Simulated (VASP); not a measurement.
# Ba (Im-3m) in VASP: a series of runs

Ba is run at these levels: PBE, revPBE, BLYP, LDA; tasks: single point.

All numbers are computed with VASP 6.6.1; they aren't measurements. Logs are shortened: lines on timing, memory, paths and dates and some standing lists are left out, and cuts for length are marked.

## (1) The cell of the first run

The structure is cubic, space group Im-3m (No. 229). The conventional cell has a = 5.013 Å, b = 5.013 Å, c = 5.013 Å, α = 90.00°, β = 90.00°, γ = 90.00°. Within 5.7 Å of Ba (site symmetry m-3m) lie 14 Ba at 4.34 to 5.01 Å.

## (2) Single point, PBE

INCAR

```
  ALGO = Normal
  EDIFF = 1E-6
  ENCUT = 520
  GGA = PE
  ISIF = 2
  ISMEAR = -1
  LASPH = T
  LCHARG = T
  LELF = T
  LREAL = F
  LVHAR = T
  LWAVE = F
  NBANDS = 11
  NELM = 60
  PREC = Accurate
  SIGMA = 0.05
```

KPOINTS

```
k-points
0
Gamma
  6 6 6
```

POSCAR

```
Ba
1.0
   -2.5065000000      2.5065000000      2.5065000000
    2.5065000000     -2.5065000000      2.5065000000
    2.5065000000      2.5065000000     -2.5065000000
Ba
1
Direct
    0.0000000000      0.0000000000      0.0000000000
```

Potentials or basis: VASP PAW PBE potentials, release 64 (Ba_sv).

Launch:

```console
$ cat potpaw_PBE.64/Ba_sv/POTCAR > POTCAR
$ mpirun -np 1 vasp_std > vasp.out
```

OUTCAR:

```text
EDIFF = 1E-6
   ENCUT = 520
   GGA = PE
   ISIF = 2
   ISMEAR = -1
   LASPH = T
   LREAL = F
   NELM = 60
   PREC = Accurate

 ion  position               nearest neighbor table
   1  0.000  0.000  0.000-

  LATTYP: Found a body centered cubic cell.
 ALAT       =     5.0130000000

  Lattice vectors:

 A1 = (  -2.5065000000,   2.5065000000,   2.5065000000)
 A2 = (   2.5065000000,  -2.5065000000,   2.5065000000)
 A3 = (   2.5065000000,   2.5065000000,  -2.5065000000)

Analysis of symmetry for initial positions (statically):
=====================================================================
 Subroutine PRICEL returns:
 Original cell was already a primitive cell.

 Routine SETGRP: Setting up the symmetry group for a
 body centered cubic supercell.

 Subroutine GETGRP returns: Found 48 space group operations
 (whereof 48 operations were pure point group operations)
 out of a pool of 48 trial point group operations.

The static configuration has the point symmetry O_h .

Analysis of symmetry for dynamics (positions and initial velocities):
=====================================================================
 Subroutine PRICEL returns:
 Original cell was already a primitive cell.

 Routine SETGRP: Setting up the symmetry group for a
 body centered cubic supercell.

 Subroutine GETGRP returns: Found 48 space group operations
 (whereof 48 operations were pure point group operations)
 out of a pool of 48 trial point group operations.

The dynamic configuration has the point symmetry O_h .

 Subroutine INISYM returns: Found 48 space group operations
 (whereof 48 operations are pure point group operations),
 and found     1 'primitive' translations

----------------------------------------------------------------------------------------

                                     Primitive cell

  volume of cell :      62.9888

  direct lattice vectors                    reciprocal lattice vectors
    -2.506500000  2.506500000  2.506500000     0.000000000  0.199481348  0.199481348
     2.506500000 -2.506500000  2.506500000     0.199481348  0.000000000  0.199481348
     2.506500000  2.506500000 -2.506500000     0.199481348  0.199481348  0.000000000

  length of vectors
     4.341385349  4.341385349  4.341385349     0.282109228  0.282109228  0.282109228

  position of ions in fractional coordinates (direct lattice)
     0.000000000  0.000000000  0.000000000

  ion indices of the primitive-cell ions
   primitive index   ion index
                 1           1

----------------------------------------------------------------------------------------

 KPOINTS: k-points

Automatic generation of k-mesh.
 Grid dimensions read from file:
 generate k-points for:    6    6    6

 Generating k-lattice:

  Cartesian coordinates                     Fractional coordinates (reciprocal lattice)
     0.000000000  0.033246891  0.033246891     0.166666667  0.000000000  0.000000000
     0.033246891  0.000000000  0.033246891     0.000000000  0.166666667  0.000000000
     0.033246891  0.033246891  0.000000000     0.000000000  0.000000000  0.166666667

  Length of vectors
     0.047018205  0.047018205  0.047018205

  Shift w.r.t. Gamma in fractional coordinates (k-lattice)
     0.000000000  0.000000000  0.000000000

 Subroutine IBZKPT returns following result:
 ===========================================

 Found     16 irreducible k-points:

 Following reciprocal coordinates:
            Coordinates               Weight
  0.000000  0.000000  0.000000      1.000000
  0.166667  0.000000  0.000000     12.000000
  0.333333  0.000000  0.000000     12.000000
  0.500000  0.000000  0.000000      6.000000
  0.166667  0.166667  0.000000     24.000000
  0.333333  0.166667 -0.000000     48.000000
[... 8 lines left out ...]
  0.500000  0.500000  0.333333     12.000000
  0.500000  0.500000  0.500000      1.000000
   k-points           NKPTS =     16   k-points in BZ     NKDIM =     16   number of bands    NBANDS=     11
   number of dos      NEDOS =    301   number of ions     NIONS =      1
   total plane-waves  NPLWV =  32768
   dimension x,y,z NGX =    32 NGY =   32 NGZ =   32
   dimension x,y,z NGXF=    64 NGYF=   64 NGZF=   64
   ions per type =               1
   NGX,Y,Z   is equivalent  to a cutoff of  12.25, 12.25, 12.25 a.u.
   NGXF,Y,Z  is equivalent  to a cutoff of  24.51, 24.51, 24.51 a.u.
 SYSTEM =  unknown system
   PREC   = accura    normal or accurate (medium, high low for compatibility)
   ISTART =      0    job   : 0-new  1-cont  2-samecut
   ICHARG =      2    charge: 1-file 2-atom 10-const
   ISPIN  =      1    spin polarized calculation?
   LNONCOLLINEAR =      F non collinear calculations
   LSORBIT =      F    spin-orbit coupling
   LASPH  =      T    aspherical Exc in radial PAW
   ENCUT  =  520.0 eV  38.22 Ry    6.18 a.u.   8.07  8.07  8.07*2*pi/ulx,y,z
   NELM   =     60;   NELMIN=  2; NELMDL= -5     # of ELM steps
   EDIFF  = 0.1E-05   stopping-criterion for ELM
   LREAL  =      F    real-space projection
   EDIFFG = 0.1E-04   stopping-criterion for IOM
   NSW    =      0    number of steps for IOM
   IBRION =     -1    ionic relax: 0-MD 1-quasi-New 2-CG
   NFREE  =      0    steps in history (QN), initial steepest desc. (CG)
   ISIF   =      2    stress and relaxation
   ISYM   =      2    0-nonsym 1-usesym 2-fastsym
   POTIM  = 0.5000    time-step for ionic-motion
   TEBEG  =    0.0;   TEEND  =   0.0 temperature during run
   PSTRESS=    0.0 pullay stress
   NELECT =      10.0000    total number of electrons
   NUPDOWN=      -1.0000    fix difference up-down
   EMIN   =  10.00;   EMAX   =-10.00  energy-range for DOS
   EFERMI =   0.00;   METHOD = LEGACY
   ISMEAR =    -1;   SIGMA  =   0.05  broadening in eV -4-tet -1-fermi 0-gaus
   EFERMI_NEDOS =   21; number of points for ismear=-14 and -15
   IALGO  =     38    algorithm
   IMIX   =      4    mixing-type and parameters
     AMIX     =   0.40;   BMIX     =  1.00
     AMIX_MAG =   1.60;   BMIX_MAG =  1.00
  volume/ion in A,a.u.               =      62.99       425.07
  Fermi-wavevector in a.u.,A,eV,Ry     =   0.886449  1.675146 10.691349  0.785792
  Thomas-Fermi vector in A             =   2.007617
   LORBIT       =      0    0 simple, 1 ext, 2 COOP (PROOUT), +10 PAW based schemes
   GGA     = PE    functional components
   LHFCALC =     F    Hartree Fock is set to
   AEXX    =    0.0000 exact exchange contribution
   IVDW    =     0    specifies the selected vdW correction
   LEPSILON=     F    determine dielectric tensor
   LRPA    =     F    only Hartree local field effects (RPA)
 non-spin polarized calculation
  energy-cutoff  :      520.00
  volume of cell :       62.99
 maximum number of plane-waves:      1721
   NGX = 17   NGY = 17   NGZ = 17

 number of electron      10.0000000 magnetization

 number of electron       9.9999999 magnetization

 Free energy of the ion-electron system (eV)
  ---------------------------------------------------
  ext. energy  EPLUGINS =         0.00000000
  ---------------------------------------------------
  free energy    TOTEN  =        -1.90624526 eV

  energy without entropy =       -1.89241939  energy(sigma->0) =       -1.89933233

 E-fermi :   1.6761     XC(G=0):  -7.4101

 val. band max:        1.5725430952   @ k =  -0.3333   0.5000   0.1667
 cond. band min:       1.6854173279   @ k =  -0.3333   0.3333   0.3333
 fundamental gap:      0.1128742327
 Fermi energy:         1.6760969446

 k-point     1 :       0.0000    0.0000    0.0000
  band No.  band energies     occupation
      1     -27.2412      2.00000
      2     -12.1905      2.00000
      3     -12.1905      2.00000
      4     -12.1905      2.00000
      5      -1.1039      2.00000
      6       3.4778      0.00000
      7       3.4778      0.00000
      8       3.4778      0.00000
      9       4.8760      0.00000
     10       4.8760      0.00000
     11       8.5822      0.00000

 k-point     2 :       0.1667    0.0000    0.0000
  band No.  band energies     occupation
      1     -27.2304      2.00000
      2     -12.3122      2.00000
      3     -12.2282      2.00000
      4     -12.1912      2.00000
      5      -0.6090      2.00000
      6       3.1119      0.00000
      7       3.1710      0.00000
      8       4.0010      0.00000
      9       4.5424      0.00000
     10       4.8699      0.00000
     11       9.0278      0.00000

 k-point     3 :       0.3333    0.0000    0.0000
  band No.  band energies     occupation
      1     -27.2087      2.00000
      2     -12.5415      2.00000
      3     -12.3021      2.00000
      4     -12.1928      2.00000
      5       0.4078      2.00000
      6       2.5614      0.00000
      7       2.6138      0.00000
      8       4.8134      0.00000
      9       5.0911      0.00000
     10       5.4503      0.00000
     11       8.2184      0.00000

 k-point     4 :       0.5000    0.0000    0.0000
  band No.  band energies     occupation
      1     -27.1978      2.00000
      2     -12.6501      2.00000
      3     -12.3382      2.00000
      4     -12.1937      2.00000
      5       0.7556      2.00000
      6       2.3387      0.00000
      7       2.8958      0.00000
      8       4.8470      0.00000
      9       5.4260      0.00000
     10       6.8674      0.00000
     11       7.2906      0.00000

 k-point     5 :       0.1667    0.1667    0.0000
  band No.  band energies     occupation
      1     -27.2142      2.00000
      2     -12.4678      2.00000
      3     -12.2775      2.00000
      4     -12.2184      2.00000
      5       0.2134      2.00000
      6       2.5687      0.00000
      7       2.7434      0.00000
      8       4.4004      0.00000
      9       5.0475      0.00000
     10       5.2560      0.00000
     11       8.8998      0.00000
[... 99 lines left out ...]
 k-point    13 :      -0.3333    0.5000    0.1667
  band No.  band energies     occupation
      1     -27.1858      2.00000
      2     -12.5585      2.00000
      3     -12.4548      2.00000
      4     -12.3065      2.00000
      5       1.5725      1.77612
      6       1.8221      0.10236
      7       2.7636      0.00000
      8       4.4097      0.00000
      9       5.0958      0.00000
     10       6.8663      0.00000
     11       7.6337      0.00000

 k-point    14 :      -0.3333    0.3333    0.3333
  band No.  band energies     occupation
      1     -27.1825      2.00000
      2     -12.4945      2.00000
      3     -12.4273      2.00000
      4     -12.4273      2.00000
      5       1.3436      1.99742
      6       1.6854      0.90707
      7       4.0420      0.00000
      8       4.0420      0.00000
      9       4.8330      0.00000
     10       5.3391      0.00000
     11       9.5155      0.00000

 k-point    15 :       0.5000    0.5000    0.3333
  band No.  band energies     occupation
      1     -27.1738      2.00000
      2     -12.5453      2.00000
      3     -12.4677      2.00000
      4     -12.4338      2.00000
      5       1.3499      1.99707
      6       1.4353      1.98394
      7       4.0705      0.00000
      8       4.2602      0.00000
      9       6.0655      0.00000
     10       6.4879      0.00000
     11       7.4271      0.00000

 k-point    16 :       0.5000    0.5000    0.5000
  band No.  band energies     occupation
      1     -27.1657      2.00000
      2     -12.5094      2.00000
      3     -12.5094      2.00000
      4     -12.5094      2.00000
      5       1.1002      1.99998
      6       1.1002      1.99998
      7       6.0078      0.00000
      8       6.0078      0.00000
      9       6.0078      0.00000
     10       6.3754      0.00000
     11       6.3754      0.00000

------------------------ aborting loop because EDIFF is reached ----------------------------------------

  FORCE on cell =-STRESS in cart. coord.  units (eV):
  Direction    XX          YY          ZZ          XY          YZ          ZX
  --------------------------------------------------------------------------------------
  -------------------------------------------------------------------------------------
  Total        0.0732465      0.0732465      0.0732465      0.0000000      0.0000000     -0.0000000
  in kB        1.8630927      1.8630927      1.8630927      0.0000000      0.0000000     -0.0000000
  external PRESSURE =       1.8630927 kB  Pullay stress =       0.0000000 kB

 VOLUME and BASIS-vectors are now :
 -----------------------------------------------------------------------------
  energy-cutoff  :      520.00
  volume of cell :       62.99
      direct lattice vectors                 reciprocal lattice vectors
    -2.506500000  2.506500000  2.506500000     0.000000000  0.199481348  0.199481348
     2.506500000 -2.506500000  2.506500000     0.199481348  0.000000000  0.199481348
     2.506500000  2.506500000 -2.506500000     0.199481348  0.199481348  0.000000000

 POSITION                                       TOTAL-FORCE (eV/Angst)
 -----------------------------------------------------------------------------------
      0.00000      0.00000      0.00000         0.000000      0.000000      0.000000
 -----------------------------------------------------------------------------------
    total drift:                               -0.000000      0.000000     -0.000000

  FREE ENERGIE OF THE ION-ELECTRON SYSTEM (eV)
  ---------------------------------------------------
  free  energy   TOTEN  =        -1.9062452571 eV

  energy  without entropy=       -1.8924193945  energy(sigma->0) =       -1.89933233
```

Wall time 15 s (1 thread of Intel Xeon 8259CL, shared host); peak memory 0.17 GiB.

What came out:

```yaml
Free_energy: -1.9062 eV
Pressure: 0.2 GPa
Band_gap_on_the_k_mesh: zero (band 5 reaches 1.75 eV, above the bottom of band 6 at 1.10 eV)
```

Levels at points of the mesh, in eV from the Fermi level:
```
           k point  band 2  band 3  band 4  band 5  band 6  band 7  band 8  band 9
(0.00, 0.00, 0.00)  -13.87  -13.87  -13.87   -2.78    1.80    1.80    1.80    3.20
(0.50, 0.00, 0.00)  -14.33  -14.01  -13.87   -0.92    0.66    1.22    3.17    3.75
(0.50, 0.50, 0.50)  -14.19  -14.19  -14.19   -0.58   -0.58    4.33    4.33    4.33
```

Caveat: spin-orbit coupling is left out, which moves the levels of the heavy elements.

## (3) Single point, revPBE

INCAR

```
SYSTEM = Ba
PREC = Accurate
ENCUT = 520
EDIFF = 1E-7
ISMEAR = -1
SIGMA = 0.05
LREAL = .FALSE.
LASPH = .TRUE.
NELM = 100
ALGO = Normal
ISIF = 2
LWAVE = .FALSE.
LCHARG = .FALSE.
GGA = RE
NBANDS = 11
```

KPOINTS

```
Automatic mesh
0
G
  6 6 6
  0 0 0
```

POSCAR is that of step 2.

Potentials or basis: VASP PAW PBE potentials, release 64 (Ba_sv).

Launch:

```console
$ cat potpaw_PBE.64/Ba_sv/POTCAR > POTCAR
$ mpirun -np 1 vasp_std > vasp.out
```

Wall time 14 s (1 thread of Intel Xeon 8259CL, shared host); peak memory 0.17 GiB.

The run converged. Its results:

- Free energy: -1.7078 eV
- Pressure: 0.7 GPa
- Band gap on the k mesh: zero (band 5 reaches 1.85 eV, above the bottom of band 6 at 1.18 eV)

Levels at points of the mesh, in eV from the Fermi level:
```tsv
k point	band 1	band 2	band 3	band 4	band 5	band 6	band 7	band 8	band 9	band 10
(0.00, 0.00, 0.00)	-28.95	-13.91	-13.91	-13.91	-2.77	1.83	1.83	1.83	3.20	3.20
(0.50, 0.00, 0.00)	-28.90	-14.36	-14.05	-13.91	-0.91	0.68	1.19	3.19	3.76	5.19
(0.50, 0.50, 0.50)	-28.87	-14.22	-14.22	-14.22	-0.58	-0.58	4.34	4.34	4.34	4.70
```

Caveat: the PAW data sets were made with another functional, which shifts forces and pressure a little; spin-orbit coupling is left out, which moves the levels of the heavy elements.

## (4) Single point, BLYP

INCAR

```
SYSTEM = Ba
PREC = Accurate
ENCUT = 520
EDIFF = 1E-6
ISMEAR = -1
SIGMA = 0.05
LREAL = .FALSE.
LASPH = .TRUE.
NELM = 80
ALGO = Normal
ISIF = 2
LWAVE = .FALSE.
LCHARG = .FALSE.
GGA = B5
ALDAX = 1.0
AGGAX = 1.0
AGGAC = 1.0
ALDAC = 0.0
NBANDS = 11
```

KPOINTS is that of step 3.

POSCAR is that of step 3.

Launch:

```console
$ cat potpaw_PBE.64/Ba_sv/POTCAR > POTCAR
$ mpirun -np 1 vasp_std > vasp.out
```

Run time: 24 s. Hardware: 1 thread of Intel Xeon 8259CL, shared host; peak memory 0.17 GiB.

The run converged. Its results:

| Item | Value |
| --- | --- |
| Free energy | -1.2344 eV |
| Pressure | 0.6 GPa |
| Band gap on the k mesh | zero (band 5 reaches 2.21 eV, above the bottom of band 6 at 1.55 eV) |

Levels at points of the mesh, in eV from the Fermi level:
| k point | band 3 | band 4 | band 5 | band 6 | band 7 | band 8 |
| --- | --- | --- | --- | --- | --- | --- |
| (0.00, 0.00, 0.00) | -13.99 | -13.99 | -2.71 | 1.69 | 1.69 | 1.69 |
| (0.50, 0.00, 0.00) | -14.14 | -13.99 | -0.91 | 0.60 | 1.37 | 3.01 |
| (0.50, 0.50, 0.50) | -14.31 | -14.31 | -0.61 | -0.61 | 4.47 | 4.47 |

Caveat: the PAW data sets were made with another functional, which shifts forces and pressure a little; spin-orbit coupling is left out, which moves the levels of the heavy elements.

## (5) Single point, LDA

INCAR

```
SYSTEM = Ba
  PREC = Accurate
  ENCUT = 520
  EDIFF = 1E-6
  ISMEAR = -1
  SIGMA = 0.05
  LREAL = .False.
  LASPH = .True.
  NELM = 60
  ALGO = Normal
  ISIF = 2
  LWAVE = .False.
  LCHARG = .False.
  NBANDS = 11
```

KPOINTS

```
regular mesh
0
Gamma
  6 6 6
  0 0 0
```

POSCAR is that of step 4.

Potentials or basis: VASP PAW LDA potentials, release 64 (Ba_sv).

Launch:

```console
$ cat potpaw_LDA.64/Ba_sv/POTCAR > POTCAR
$ mpirun -np 1 vasp_std > vasp.out
```

It took 9.4 s on 1 thread of Intel Xeon 8259CL, shared host; peak memory 0.15 GiB.

Results (log left out):

```yaml
Free_energy: -2.2086 eV
Pressure: -1.1 GPa
Band_gap_on_the_k_mesh: zero (band 5 reaches 1.49 eV, above the bottom of band 6 at 0.89 eV)
```

Levels at points of the mesh, in eV from the Fermi level:
```tsv
k point	band 2	band 3	band 4	band 5	band 6	band 7	band 8	band 9
(0.00, 0.00, 0.00)	-13.81	-13.81	-13.81	-2.78	1.72	1.72	1.72	3.18
(0.50, 0.00, 0.00)	-14.28	-13.96	-13.81	-0.94	0.61	1.29	3.11	3.70
(0.50, 0.50, 0.50)	-14.14	-14.14	-14.14	-0.56	-0.56	4.34	4.34	4.34
```

Caveat: spin-orbit coupling is left out, which moves the levels of the heavy elements.

## (6) The runs side by side

```tsv
level	potentials or basis	gap on the mesh (eV)	pressure (GPa)
PBE	VASP PAW PBE potentials, release 64 (Ba_sv)	none	0.2
revPBE	VASP PAW PBE potentials, release 64 (Ba_sv)	none	0.7
BLYP	VASP PAW PBE potentials, release 64 (Ba_sv)	none	0.6
LDA	VASP PAW LDA potentials, release 64 (Ba_sv)	none	-1.1
```

Alike in all rows: task single point; no spin polarisation; cell as given; k mesh 6 × 6 × 6; cutoff (eV) 520; smearing fermi-dirac 0.05 eV.

Caveats: spin-orbit coupling is left out, which moves the levels of the heavy elements; the PAW data sets were made with another functional, which shifts forces and pressure a little (some runs).

Absolute energies hang on the potentials; compare differences alone.
